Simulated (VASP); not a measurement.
Set up this calculation in VASP 6.6.1, as the native input.

* Task: single point
* Functional: r2SCAN
* Potentials or basis: VASP PAW PBE potentials, release 64 (Bi_d)
* Cutoff: 550 eV
* k mesh: 14 × 14 × 14
* Occupations: gaussian, width 0.1 eV
* Spin: no spin polarisation
* Dipole correction: no
* Further INCAR settings: ALGO = Normal; EDIFF = 1e-06; NBANDS = 14

Bi:

```xyz
1
Lattice="0.0000 2.5036 2.5036 2.5036 0.0000 2.5036 2.5036 2.5036 0.0000" Properties=species:S:1:pos:R:3 pbc="T T T"
Bi    0.0000    0.0000    0.0000
```

These files were run (other wordings do the same):

POSCAR

```
Bi
1.0
    0.0000000000      2.5035737141      2.5035737141
    2.5035737141      0.0000000000      2.5035737141
    2.5035737141      2.5035737141      0.0000000000
Bi
1
Direct
    0.0000000000      0.0000000000      0.0000000000
```

INCAR.step1

```
PREC = Accurate
ENCUT = 550
ISMEAR = 0
SIGMA = 0.1
LREAL = F
LASPH = T
NELM = 120
NBANDS = 14
GGA = PE
ALGO = Normal
EDIFF = 1E-5
LWAVE = T
LCHARG = F
GGA_COMPAT = F
```

INCAR.step2

```
PREC = Accurate
ENCUT = 550
EDIFF = 1E-6
ISMEAR = 0
SIGMA = 0.1
LREAL = F
LASPH = T
NELM = 120
ALGO = Normal
ISIF = 2
LWAVE = F
LCHARG = T
METAGGA = R2SCAN
LMIXTAU = T
LELF = T
LVHAR = T
NBANDS = 14
ISTART = 1
GGA_COMPAT = F
```

KPOINTS

```
Automatic mesh
0
Gamma
  14 14 14
```

Potentials or basis: VASP PAW PBE potentials, release 64 (Bi_d).

The run is started by

```bash
$ cat potpaw_PBE.64/Bi_d/POTCAR > POTCAR
$ cp INCAR.step1 INCAR
$ mpirun -np 1 vasp_std > vasp.out
$ cp INCAR.step2 INCAR
$ mpirun -np 1 vasp_std > vasp.out
```

It gave:

```json
{
 "Pressure": "0.0 GPa"
}
```

Caveat: the PAW data sets were made with another functional, which shifts forces and pressure a little.

Wall time 74 s on 1 thread of Intel(R) Xeon(R) 6975P-C (Granite Rapids), with other jobs on the host, peak memory 0.19 GiB.
